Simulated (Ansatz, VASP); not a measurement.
Two plane-wave programs on Eu

The input INCAR:

```
SYSTEM = Eu
PREC = Accurate
ENCUT = 520
EDIFF = 1E-6
ISMEAR = 0
SIGMA = 0.05
LREAL = .FALSE.
LASPH = .TRUE.
NELM = 150
ALGO = Normal
ISIF = 2
LWAVE = .FALSE.
LCHARG = .TRUE.
ISPIN = 2
MAGMOM = 7.92 7.92
LORBIT = 11
LMAXMIX = 6
GGA = PE
LELF = .TRUE.
LVHAR = .TRUE.
NBANDS = 28
```

The input KPOINTS:

```
regular mesh
0
G
  12 12 8
  0 0 0
```

Contents of POSCAR:

```
Eu
1.0
    3.9282735691      0.0000000000      0.0000000000
   -1.9641367845      3.4019847039      0.0000000000
    0.0000000000      0.0000000000      6.2975548507
Eu
2
Direct
    0.3333333333      0.6666666667      0.7500000000
    0.6666666667      0.3333333333      0.2500000000
```

Input for Ansatz:

```yaml
crystal:
  lattice:
    - [3.9282735691, 0.0, 0.0]
    - [-1.9641367845, 3.4019847039, 0.0]
    - [0.0, 0.0, 6.2975548507]
  atoms:
    - { symbol: Eu, position: [0.3333333333, 0.6666666667, 0.75], spin: 7.92 }
    - { symbol: Eu, position: [0.6666666667, 0.3333333333, 0.25], spin: 7.92 }
basis:
  ecutwfc: 600
  ecutrho_ratio: 5
kpoints:
  mp_grid: { grid: [12, 12, 8] }
  band_path:
    path:
      - [[0.0, 0.0, 0.0], [0.5, 0.0, 0.0], [0.33333333, 0.33333333, 0.0], [0.0, 0.0, 0.0], [0.0, 0.0, 0.5], [0.5, 0.0, 0.5], [0.33333333, 0.33333333, 0.5], [0.0, 0.0, 0.5]]
      - [[0.5, 0.0, 0.5], [0.5, 0.0, 0.0]]
      - [[0.33333333, 0.33333333, 0.5], [0.33333333, 0.33333333, 0.0]]
    npoints: 14
hamiltonian:
  xc: pbe
scf:
  occupations: { method: gaussian, width: 0.05 }
  lower_state_search: "off"
  n_extra_bands: 24
output:
  forces: true
  stress: true
  eigenvalues: true
  populations: true
  hubbard: { sites: [{ species: Eu, l: f }] }
  dos: { projected: true, de: 0.02, nscf_kmesh: { grid: [18, 18, 12] } }
  bader: true
magnetization:
  spin_polarized: true
checkpoint:
  read: start.run
  write: ck
  compress: false
  write_wavefunctions: false
  write_every: 100000
```

Alike in both runs: task single point; functional PBE; k mesh 12 × 12 × 8; occupations gaussian, width 0.05 eV; collinear spin.

|  | VASP | Ansatz |
| --- | --- | --- |
| version | VASP 6.6.1 | Ansatz 0.2.0 |
| potentials or method | VASP PAW PBE potentials, release 64 (Eu), cutoff 520 eV | scalar-relativistic, plane waves, PAW |
| valence electrons in the cell | 34 | 34 |

|  | VASP | Ansatz | Ansatz less VASP |
| --- | --- | --- | --- |
| gap on the k mesh at the Fermi level (eV) | none | none | - |
| pressure (GPa) | -0.3 | 0.0 | +0.30 |
| net moment per atom (μB) | 7.57 | 7.58 | +0.013 |
| size of the moment on the site where the two differ most (μB) | 6.74 | 7.20 | +0.461 |

Site moments also hang on the region over which each program counts them. A gap of «none» marks a metal or a gap that the smearing closes.

Neither program's run includes spin-orbit coupling.
